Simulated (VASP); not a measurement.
# KCl (Sylvite) (Fm-3m) in VASP: further runs, part 2 of 2

VASP 6.6.1.

### Step 3. Single point, PBEsol

This run uses another cell than the first one, of 21.56 Å³/atom, 0.695 times its volume.

File INCAR:

```
PREC = Accurate
ENCUT = 500
EDIFF = 1E-6
ISMEAR = 0
SIGMA = 0.01
LREAL = False
LASPH = True
NELM = 120
ALGO = Normal
ISIF = 2
LWAVE = False
LCHARG = False
GGA = PS
NBANDS = 15
GGA_COMPAT = False
```

File KPOINTS:

```
Automatic mesh
0
Gamma
  8 8 8
```

File POSCAR:

```
KCl
1.0
    0.0000000000      2.7831306365      2.7831306365
    2.7831306365      0.0000000000      2.7831306365
    2.7831306365      2.7831306365      0.0000000000
K Cl
1 1
Direct
    0.0000000000      0.0000000000      0.0000000000
    0.5000000000      0.5000000000      0.5000000000
```

Potentials or basis: VASP PAW PBE potentials, release 64 (K_sv, Cl).

The run is started by

```
> cat potpaw_PBE.64/K_sv/POTCAR potpaw_PBE.64/Cl/POTCAR > POTCAR
> mpirun -np 1 vasp_std > vasp.out
```

OUTCAR:

```text
PREC = Accurate
   ENCUT = 500
   EDIFF = 1E-6
   ISMEAR = 0
   LREAL = False
   LASPH = True
   NELM = 120
   ISIF = 2
   GGA = PS

 ion  position               nearest neighbor table
   1  0.000  0.000  0.000-   2 2.78   2 2.78   2 2.78   2 2.78   2 2.78   2 2.78
   2  0.500  0.500  0.500-   1 2.78   1 2.78   1 2.78   1 2.78   1 2.78   1 2.78

  LATTYP: Found a face centered cubic cell.
 ALAT       =     5.5662612730

  Lattice vectors:

 A1 = (   0.0000000000,   2.7831306365,   2.7831306365)
 A2 = (   2.7831306365,   0.0000000000,   2.7831306365)
 A3 = (   2.7831306365,   2.7831306365,   0.0000000000)

Analysis of symmetry for initial positions (statically):
=====================================================================
 Subroutine PRICEL returns:
 Original cell was already a primitive cell.

 Routine SETGRP: Setting up the symmetry group for a
 face centered cubic supercell.

 Subroutine GETGRP returns: Found 48 space group operations
 (whereof 48 operations were pure point group operations)
 out of a pool of 48 trial point group operations.

The static configuration has the point symmetry O_h .

Analysis of symmetry for dynamics (positions and initial velocities):
[... 169 lines left out ...]
      1     -26.3675      2.00000
      2     -12.6306      2.00000
      3      -9.8756      2.00000
      4      -9.8756      2.00000
      5      -9.8756      2.00000
      6       0.0483      2.00000
      7       0.0483      2.00000
      8       0.0483      2.00000
      9       6.5565      0.00000
     10       8.1638      0.00000
     11       8.1638      0.00000
     12       8.1638      0.00000
     13       9.3145      0.00000
     14       9.3145      0.00000
[... 401 lines left out ...]
      2     -12.9505      2.00000
      3     -10.0980      2.00000
      4     -10.0048      2.00000
      5      -9.4763      2.00000
      6      -1.4417      2.00000
      7      -0.6668      2.00000
      8      -0.6626      2.00000
      9       8.3596      0.00000
     10       8.9088      0.00000
     11      11.5399      0.00000
     12      11.6277      0.00000
     13      12.1833      0.00000
     14      13.3399      0.00000
     15      13.8407      0.00000

 [... further k-points ...]
[... 5 lines left out ...]
  --------------------------------------------------------------------------------------
  -------------------------------------------------------------------------------------
  Total        4.1214330      4.1214330      4.1214330      0.0000000     -0.0000000      0.0000000
  in kB      153.1538995    153.1538995    153.1538995      0.0000000     -0.0000000      0.0000000
  external PRESSURE =     153.1538995 kB  Pullay stress =       0.0000000 kB

 VOLUME and BASIS-vectors are now :
 -----------------------------------------------------------------------------
  energy-cutoff  :      500.00
  volume of cell :       43.12
      direct lattice vectors                 reciprocal lattice vectors
     0.000000000  2.783130637  2.783130637    -0.179653802  0.179653802  0.179653802
     2.783130637  0.000000000  2.783130637     0.179653802 -0.179653802  0.179653802
     2.783130637  2.783130637  0.000000000     0.179653802  0.179653802 -0.179653802

 POSITION                                       TOTAL-FORCE (eV/Angst)
 -----------------------------------------------------------------------------------
      0.00000      0.00000      0.00000         0.000000     -0.000000     -0.000000
      2.78313      2.78313      2.78313        -0.000000      0.000000      0.000000
 -----------------------------------------------------------------------------------
    total drift:                               -0.000000      0.000000      0.000000

  FREE ENERGIE OF THE ION-ELECTRON SYSTEM (eV)
  ---------------------------------------------------
  free  energy   TOTEN  =        -6.4109306735 eV

  energy  without entropy=       -6.4109306735  energy(sigma->0) =       -6.41093067
```

OSZICAR:

```text
N       E                     dE             d eps       ncg     rms          rms(c)
DAV:   1     0.106165427958E+03    0.10617E+03   -0.74828E+03   870   0.983E+02
DAV:   2    -0.134911461865E+01   -0.10751E+03   -0.96609E+02  1159   0.250E+02
DAV:   3    -0.648523955019E+01   -0.51361E+01   -0.51017E+01  1166   0.493E+01
DAV:   4    -0.663662138682E+01   -0.15138E+00   -0.15135E+00  1268   0.804E+00
DAV:   5    -0.663779227003E+01   -0.11709E-02   -0.11709E-02  1180   0.739E-01    0.730E+00
DAV:   6    -0.641871293996E+01    0.21908E+00   -0.30101E-01  1073   0.370E+00    0.555E+00
DAV:   7    -0.640647212582E+01    0.12241E-01   -0.98821E-02  1138   0.213E+00    0.251E+00
DAV:   8    -0.641064461009E+01   -0.41725E-02   -0.14926E-02  1045   0.106E+00    0.317E-01
DAV:   9    -0.641067360339E+01   -0.28993E-04   -0.30359E-04  1185   0.135E-01    0.138E-01
DAV:  10    -0.641093792546E+01   -0.26432E-03   -0.39711E-04   954   0.131E-01    0.848E-02
DAV:  11    -0.641093004963E+01    0.78758E-05   -0.29744E-05  1136   0.480E-02    0.100E-02
DAV:  12    -0.641093067355E+01   -0.62392E-06   -0.22899E-06  1006   0.118E-02
   1 F= -.64109307E+01 E0= -.64109307E+01  d E =-.613564E-51
```

Run time: 8.3 s. Hardware: 1 thread of Intel Xeon 6975P-C (Granite Rapids), shared host; peak memory 0.16 GiB.

Results:

```
Free energy            : -6.4109 eV
Pressure               : 15.3 GPa
Band gap on the k mesh : 5.64 eV, indirect (least direct gap 5.90 eV)
```

Levels at points of the mesh, in eV from the valence-band top:
```csv
k point,band 4,band 5,band 6,band 7,band 8,band 9,band 10,band 11,band 12,band 13
"(0.00, 0.00, 0.00)",-9.92,-9.92,0.00,0.00,0.00,6.51,8.12,8.12,8.12,9.27
"(0.50, 0.00, 0.00)",-9.94,-9.26,-1.95,-0.81,-0.81,8.37,9.77,11.52,11.52,12.51
"(0.50, 0.50, 0.00)",-10.15,-10.15,-0.80,-0.25,-0.25,5.64,10.03,10.65,12.07,12.23
```

Caveat: the PAW data sets were made with another functional, which shifts forces and pressure a little. A k mesh can miss the band edges.

### Step 4. Single point, PBEsol

This run uses another cell than the first one, of 25.55 Å³/atom, 0.823 times its volume.

File INCAR:

```
  PREC = Accurate
  ENCUT = 500
  EDIFF = 1E-6
  ISMEAR = 0
  SIGMA = 0.01
  LREAL = F
  LASPH = T
  NELM = 120
  ALGO = Normal
  ISIF = 2
  LWAVE = F
  LCHARG = T
  GGA = PS
  LELF = T
  LVHAR = T
  NBANDS = 15
  GGA_COMPAT = F
```

KPOINTS is that of step 3.

File POSCAR:

```
KCl
1.0
    0.0000000000      2.9451216824      2.9451216824
    2.9451216824      0.0000000000      2.9451216824
    2.9451216824      2.9451216824      0.0000000000
K Cl
1 1
Direct
    0.0000000000      0.0000000000      0.0000000000
    0.5000000000      0.5000000000      0.5000000000
```

The run is started by

```
> cat potpaw_PBE.64/K_sv/POTCAR potpaw_PBE.64/Cl/POTCAR > POTCAR
> mpirun -np 1 vasp_std > vasp.out
```

Wall time 9.8 s (1 thread of Intel Xeon 6975P-C (Granite Rapids), shared host); peak memory 0.17 GiB.

It converged, with:

```
Free energy            : -6.8873 eV
Pressure               : 5.1 GPa
Band gap on the k mesh : 5.73 eV, direct
```

Levels at points of the mesh, in eV from the valence-band top:
```
           k point  band 5  band 6  band 7  band 8  band 9  band 10  band 11  band 12
(0.00, 0.00, 0.00)  -10.16    0.00    0.00    0.00    5.73     8.28     8.28     8.28
(0.50, 0.00, 0.00)   -9.75   -1.50   -0.54   -0.54    7.95     9.21    11.08    11.08
(0.50, 0.50, 0.00)  -10.28   -0.79   -0.26   -0.26    6.09     9.14    10.50    11.10
```

Caveat: the PAW data sets were made with another functional, which shifts forces and pressure a little. A k mesh can miss the band edges.

### Step 5. Relaxation of cell and atoms, PBEsol

This run uses another cell than the first one, of 30.41 Å³/atom, 0.980 times its volume.

File INCAR:

```
ALGO     = Normal         # electronic algorithm
EDIFF    = 1E-7           # SCF threshold, eV
EDIFFG   = -0.001         # ionic threshold
ENCUT    = 500            # plane-wave cutoff, eV
GGA      = PS             # functional
GGA_COMPAT= F            
IBRION   = 2              # ionic algorithm
ISIF     = 3              # what is computed and relaxed
ISMEAR   = 0              # smearing method
LASPH    = T              # aspherical terms in the spheres
LCHARG   = F              # write CHGCAR
LREAL    = F              # projectors in reciprocal space
LWAVE    = F              # write WAVECAR
NELM     = 120            # most SCF steps
NELMIN   = 4            
NSW      = 80             # ionic steps
PREC     = Accurate       # precision mode
SIGMA    = 0.01           # smearing width, eV
```

File KPOINTS:

```
k-points
0
Gamma
  6 6 6
```

File POSCAR:

```
KCl
1.0
    0.0000000000      3.1212795899      3.1212795899
    3.1212795899      0.0000000000      3.1212795899
    3.1212795899      3.1212795899      0.0000000000
K Cl
1 1
Direct
    0.0000000000      0.0000000000      0.0000000000
    0.5000000000      0.5000000000      0.5000000000
```

The run is started by

```
> cat potpaw_PBE.64/K_sv/POTCAR potpaw_PBE.64/Cl/POTCAR > POTCAR
> mpirun -np 1 vasp_std > vasp.out
```

It took 9.4 s on 1 thread of Intel Xeon 6975P-C (Granite Rapids), shared host; peak memory 0.18 GiB.

Results (log left out):

| Quantity | Value |
| --- | --- |
| Free energy | -7.0231 eV |
| Relaxed volume | 30.48 Å³/atom |
| Relaxed cell | a = 4.417 Å, b = 4.417 Å, c = 4.417 Å, α = 60.00°, β = 60.00°, γ = 60.00° |
| Space group after relaxing (to 0.05 Å) | Fm-3m (No. 225) |
| Energy gained by relaxing | 0.0 meV/atom |
| Ionic steps | 3 |
| Pressure after relaxing | 0.0 GPa |
| Band gap on the k mesh | 5.09 eV, direct |

Final structure:
```yaml
crystal:
  lattice:
    - [0.00000, 3.12358, 3.12358]
    - [3.12358, 0.00000, 3.12358]
    - [3.12358, 3.12358, 0.00000]
  atoms:
    - { symbol: K, position: [0.00000, 0.00000, 0.00000] }
    - { symbol: Cl, position: [0.50000, 0.50000, 0.50000] }
```

Levels at points of the mesh, in eV from the valence-band top:
```
           k point  band 4  band 5  band 6  band 7  band 8  band 9  band 10  band 11  band 12
(0.00, 0.00, 0.00)  -10.52  -10.52    0.00    0.00    0.00    5.09     8.30     8.30     8.30
(0.50, 0.00, 0.00)  -10.53  -10.27   -1.13   -0.35   -0.35    7.49     8.57    10.55    10.55
(0.50, 0.50, 0.00)  -10.58  -10.58   -0.69   -0.23   -0.23    6.38     8.32    10.03    10.23
```

Caveat: the PAW data sets were made with another functional, which shifts forces and pressure a little. A hybrid or GW would open this gap; PBEsol tends to underestimate it.

### Step 6. Overview

| task | cell | k mesh | gap on the mesh (eV) | pressure (GPa) |
| --- | --- | --- | --- | --- |
| single point | a = 4.444 Å, angles 60.0°, 2 atoms | 6 × 6 × 6 | 5.04 | -0.3 |
| single point | a = 3.936 Å, angles 60.0°, 2 atoms | 8 × 8 × 8 | 5.64 | 15.3 |
| single point | a = 4.165 Å, angles 60.0°, 2 atoms | 8 × 8 × 8 | 5.73 | 5.1 |
| relaxation of cell and atoms | relaxed from a = 4.414 Å, angles 60.0°, 2 atoms | 6 × 6 × 6 | 5.09 | 0.0 |

Alike in all rows: level PBEsol; potentials or basis VASP PAW PBE potentials, release 64 (K_sv, Cl); no spin polarisation; cutoff (eV) 500; smearing gaussian 0.01 eV.

Caveats: the PAW data sets were made with another functional, which shifts forces and pressure a little.

Total energies depend on the potentials used, so only differences within one code and one set of settings carry meaning.
